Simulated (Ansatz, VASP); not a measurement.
# Eu: VASP beside Ansatz

```
Eu
1.0
    -2.30300    2.30300    2.30300
     2.30300   -2.30300    2.30300
     2.30300    2.30300   -2.30300
Eu
1
Direct
  0.00000 0.00000 0.00000
```

Alike in both runs: task single point; functional PBE; k mesh 7 × 7 × 7; occupations fermi-dirac, width 0.05 eV; collinear spin; fixed moment 10.5 μB.

|  | VASP | Ansatz |
| --- | --- | --- |
| version | VASP 6.6.1 | Ansatz 0.2.0 |
| potentials or method | VASP PAW PBE potentials, release 64 (Eu) | Ansatz PAW |
| plane-wave cutoff (eV) | 520 | 420 |
| valence electrons in the cell | 17 | 17 |

Ansatz gave:

```
pressure (GPa)                                                : -5.8
net moment per atom (μB)                                      : 10.50
size of the moment on the site where the two differ most (μB) : 9.28
```

Question: Which values does VASP return?

Answer: Pressure (GPa): -6.0; net moment per atom (μB): 10.50; size of the moment on the site where the two differ most (μB): 8.26.

Site moments also hang on the region over which each program counts them.

Neither program's run includes spin-orbit coupling.
